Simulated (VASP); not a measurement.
# Rb (Fmmm) in VASP: single point with PBE

Aim: the single point of Rb with PBE.

Everything below comes from runs of VASP 6.6.1. Logs are shortened: lines on timing, memory, paths and dates and some standing lists are left out, and cuts for length are marked.

## Step 1: The cell of the first run

It takes space group Fmmm (No. 69, orthorhombic). The conventional cell has a = 5.612 Å, b = 7.917 Å, c = 7.956 Å, α = 90.00°, β = 90.00°, γ = 90.00°.

## Step 2: Single point, PBE (strain +0.0050 x Voigt [0, 0, 0, 1, 0, 0])

INCAR

```
SYSTEM = Rb
  PREC = Accurate
  ENCUT = 520
  EDIFF = 1E-6
  ISMEAR = 0
  SIGMA = 0.15
  LREAL = .False.
  LASPH = .True.
  NELM = 100
  ALGO = Fast
  ISIF = 2
  LWAVE = .False.
  LCHARG = .False.
  GGA = PE
  NBANDS = 10
```

KPOINTS

```
Automatic mesh
0
Gamma
  12 12 12
  0 0 0
```

POSCAR

```
Rb
1.0
   -2.8060000000      2.8130150000      2.8130150000
    2.8060000000     -2.7989850000      2.7989850000
    2.8060000000      2.7989850000     -2.7989850000
Rb
1
Direct
    0.0000000000      0.0000000000      0.0000000000
```

Potentials or basis: VASP PAW PBE potentials, release 64 (Rb_sv).

Command:

```console
$ cat potpaw_PBE.64/Rb_sv/POTCAR > POTCAR
$ mpirun -np 1 vasp_std > vasp.out
```

OUTCAR:

```text
SYSTEM = Rb
   PREC = Accurate
   ENCUT = 520
   EDIFF = 1E-6
   ISMEAR = 0
   LREAL = .False.
   LASPH = .True.
   NELM = 100
   ISIF = 2
   GGA = PE

 ion  position               nearest neighbor table
   1  0.000  0.000  0.000-

  LATTYP: Found a face centered orthorhombic cell.
 ALAT       =     5.6120000000
 B/A-ratio  =     1.4106780285
 C/A-ratio  =     1.4177490963

  Lattice vectors:

 A1 = (   0.0000000000,   5.6120000000,   0.0140300000)
 A2 = (   2.8060000000,   2.8130150000,   2.8130150000)
 A3 = (   2.8060000000,   2.7989850000,  -2.7989850000)

Analysis of symmetry for initial positions (statically):
=====================================================================
 Subroutine PRICEL returns:
 Original cell was already a primitive cell.

 Routine SETGRP: Setting up the symmetry group for a
 face centered orthorhombic supercell.

 Subroutine GETGRP returns: Found  8 space group operations
 (whereof  8 operations were pure point group operations)
 out of a pool of  8 trial point group operations.

The static configuration has the point symmetry D_2h.

Analysis of symmetry for dynamics (positions and initial velocities):
=====================================================================
 Subroutine PRICEL returns:
 Original cell was already a primitive cell.

 Routine SETGRP: Setting up the symmetry group for a
 face centered orthorhombic supercell.

 Subroutine GETGRP returns: Found  8 space group operations
 (whereof  8 operations were pure point group operations)
 out of a pool of  8 trial point group operations.

The dynamic configuration has the point symmetry D_2h.

 Subroutine INISYM returns: Found  8 space group operations
 (whereof  8 operations are pure point group operations),
 and found     1 'primitive' translations

----------------------------------------------------------------------------------------

                                     Primitive cell

  volume of cell :      88.3731

  direct lattice vectors                    reciprocal lattice vectors
    -2.806000000  2.813015000  2.813015000     0.000000000  0.177745231  0.177745231
     2.806000000 -2.798985000  2.798985000     0.178189594 -0.000445477  0.178190707
     2.806000000  2.798985000 -2.798985000     0.178189594  0.178190707 -0.000445477

  length of vectors
     4.868238160  4.852037722  4.852037722     0.251369716  0.251999321  0.251999321

[... 81 lines left out ...]
   NSW    =      0    number of steps for IOM
   IBRION =     -1    ionic relax: 0-MD 1-quasi-New 2-CG
   NFREE  =      0    steps in history (QN), initial steepest desc. (CG)
   ISIF   =      2    stress and relaxation
   ISYM   =      2    0-nonsym 1-usesym 2-fastsym
   POTIM  = 0.5000    time-step for ionic-motion
   TEBEG  =    0.0;   TEEND  =   0.0 temperature during run
   PSTRESS=    0.0 pullay stress
   NELECT =       9.0000    total number of electrons
   NUPDOWN=      -1.0000    fix difference up-down
   EMIN   =  10.00;   EMAX   =-10.00  energy-range for DOS
   EFERMI =   0.00;   METHOD = LEGACY
   ISMEAR =     0;   SIGMA  =   0.15  broadening in eV -4-tet -1-fermi 0-gaus
   EFERMI_NEDOS =   21; number of points for ismear=-14 and -15
   IALGO  =     68    algorithm
   IMIX   =      4    mixing-type and parameters
     AMIX     =   0.40;   BMIX     =  1.00
     AMIX_MAG =   1.60;   BMIX_MAG =  1.00
  volume/ion in A,a.u.               =      88.37       596.37
  Fermi-wavevector in a.u.,A,eV,Ry     =   0.764508  1.444711  7.952238  0.584473
  Thomas-Fermi vector in A             =   1.864425
   LORBIT       =      0    0 simple, 1 ext, 2 COOP (PROOUT), +10 PAW based schemes
   GGA     = PE    functional components
   LHFCALC =     F    Hartree Fock is set to
   AEXX    =    0.0000 exact exchange contribution
   IVDW    =     0    specifies the selected vdW correction
   LEPSILON=     F    determine dielectric tensor
   LRPA    =     F    only Hartree local field effects (RPA)
 non-spin polarized calculation
 RMM-DIIS sequential band-by-band and
 Gauss-broadening in eV      SIGMA  =   0.15
  energy-cutoff  :      520.00
  volume of cell :       88.37
 maximum number of plane-waves:      2412
   NGX = 19   NGY = 19   NGZ = 19

 number of electron       9.0000000 magnetization

 Free energy of the ion-electron system (eV)
  ---------------------------------------------------
  ext. energy  EPLUGINS =         0.00000000
  ---------------------------------------------------
  free energy    TOTEN  =        -0.93990276 eV

  energy without entropy =       -0.92866884  energy(sigma->0) =       -0.93428580

 E-fermi :   0.0741     XC(G=0):  -5.5374

 val. band max:        0.0667401540   @ k =   0.0000   0.5000   0.2500
 cond. band min:       0.0975834548   @ k =   0.3333   0.1667   0.0000
 fundamental gap:      0.0308433009
 Fermi energy:         0.0741448877

 k-point     1 :       0.0000    0.0000    0.0000
  band No.  band energies     occupation
      1     -28.8092      2.00000
      2     -12.8487      2.00000
      3     -12.8484      2.00000
      4     -12.8482      2.00000
      5      -1.9326      2.00000
      6       3.7735      0.00000
      7       3.7844      0.00000
      8       3.7963      0.00000
      9       4.7381      0.00000
     10       4.7387      0.00000
[... 287 lines left out ...]
 k-point    24 :       0.2500    0.2500    0.0000
  band No.  band energies     occupation
      1     -28.8044      2.00000
      2     -12.9340      2.00000
      3     -12.8928      2.00000
      4     -12.8591      2.00000
      5       0.0548      1.14471
      6       1.6723      0.00000
      7       2.1022      0.00000
      8       4.3573      0.00000
      9       4.5814      0.00000
     10       5.4010      0.00000

 [... further k-points ...]

------------------------ aborting loop because EDIFF is reached ----------------------------------------

  FORCE on cell =-STRESS in cart. coord.  units (eV):
  Direction    XX          YY          ZZ          XY          YZ          ZX
  --------------------------------------------------------------------------------------
  -------------------------------------------------------------------------------------
  Total        0.0503616      0.0503281      0.0503281     -0.0000000     -0.0054565      0.0000000
  in kB        0.9130399      0.9124321      0.9124321     -0.0000000     -0.0989253      0.0000000
  external PRESSURE =       0.9126347 kB  Pullay stress =       0.0000000 kB

 VOLUME and BASIS-vectors are now :
 -----------------------------------------------------------------------------
  energy-cutoff  :      520.00
  volume of cell :       88.37
      direct lattice vectors                 reciprocal lattice vectors
    -2.806000000  2.813015000  2.813015000     0.000000000  0.177745231  0.177745231
     2.806000000 -2.798985000  2.798985000     0.178189594 -0.000445477  0.178190707
     2.806000000  2.798985000 -2.798985000     0.178189594  0.178190707 -0.000445477

 POSITION                                       TOTAL-FORCE (eV/Angst)
 -----------------------------------------------------------------------------------
      0.00000      0.00000      0.00000         0.000000      0.000000     -0.000000
 -----------------------------------------------------------------------------------
    total drift:                               -0.000000      0.000000      0.000000

  FREE ENERGIE OF THE ION-ELECTRON SYSTEM (eV)
  ---------------------------------------------------
  free  energy   TOTEN  =        -0.9399027612 eV

  energy  without entropy=       -0.9286688422  energy(sigma->0) =       -0.93428580
```

stdout:

```text
POSCAR found type information on POSCAR Rb
 POSCAR found :  1 types and       1 ions
 scaLAPACK will be used
 LDA part: xc-table for (Slater+PW92), standard interpolation
 POSCAR, INCAR and KPOINTS ok, starting setup
 FFT: planning ... GRIDC
 FFT: planning ... GRID_SOFT
 FFT: planning ... GRID
 WAVECAR not read
 entering main loop
WARNING in EDDRMM: call to ZHEGV failed, returncode =   6  3     10
WARNING in EDDRMM: call to ZHEGV failed, returncode =   8  4      9
WARNING in EDDRMM: call to ZHEGV failed, returncode =   6  3      6
WARNING in EDDRMM: call to ZHEGV failed, returncode =   8  4      5
WARNING in EDDRMM: call to ZHEGV failed, returncode =   8  4      5
```

It took 2.7 min on 1 thread of Intel Xeon Platinum 8175M at 2.50GHz (Skylake/Cascade Lake), shared host; peak memory 0.37 GiB.

What came out:

- Free energy: -0.9399 eV
- Pressure: 0.1 GPa
- Band gap on the k mesh: zero (an odd number of electrons rules out a gap without spin polarisation)

Caveat: the cell differs from its parent crystal (strain +0.0050 x Voigt [0, 0, 0, 1, 0, 0]).
